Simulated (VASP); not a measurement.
Runs of VASP 6.6.1 on Pb. The structure is that of space group Fm-3m (No. 225), or close to it. The cells are those of the table. 

| cell | gap on the mesh (eV) | pressure (GPa) |
| --- | --- | --- |
| a = 3.329 Å, angles 60.0°, 1 atom | none | (a) |
| a = 3.431 Å, angles 60.0°, 1 atom | none | 4.7 |
| a = 3.275 Å, angles 60.0°, 1 atom | none | (b) |
| a = 3.381 Å, angles 60.0°, 1 atom | none | 8.1 |
| a = 3.574 Å, angles 60.0°, 1 atom | none | -1.7 |
| a = 3.528 Å, angles 60.0°, 1 atom | none | 0.0 |

Alike in all rows: task single point; level r2SCAN; potentials or basis VASP PAW PBE potentials, release 64 (Pb_d); no spin polarisation; k mesh 16 × 16 × 16; cutoff (eV) 520; smearing gaussian 0.05 eV.

Estimate the missing entries.

(a) 12.2; (b) 17.5.

Caveats: the PAW data sets were made with another functional, which shifts forces and pressure a little; spin-orbit coupling is left out, which moves the levels of the heavy elements.

A k mesh can miss the band edges, and the runs leave out spin-orbit coupling on Pb.

A gap of «none» marks levels without a gap at the run's occupations.
